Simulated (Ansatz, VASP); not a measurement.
One calculation of Tc, two programs

```xyz
1
Lattice="0.0000 1.9890 1.9500 1.9890 0.0000 1.9500 1.9890 1.9890 0.0000" Properties=species:S:1:pos:R:3 pbc="T T T"
Tc    0.0000    0.0000    0.0000
```

Change from the starting cell: equal xx and yy strain of +2 %.

Alike in both runs: task single point; functional PBEsol; k mesh 18 × 18 × 18; occupations fermi-dirac, width 0.03 eV; no spin polarisation.

|  | VASP | Ansatz |
| --- | --- | --- |
| version | VASP 6.6.1 | Ansatz 0.2.0 |
| potentials or method | VASP PAW PBE potentials, release 64 (Tc_pv), cutoff 520 eV | all-electron LAPW, scalar-relativistic |

VASP gave:

- pressure (GPa): -24.9
- traceless stress, the component that is largest in VASP (GPa): 2.29

What did Ansatz give for the same quantities?

Pressure (GPa): -24.4; traceless stress, the component that is largest in VASP (GPa): 2.30.

VASP's potentials were made for PBE, not for PBEsol. Ansatz ran all-electron here, and VASP with PAW potentials.
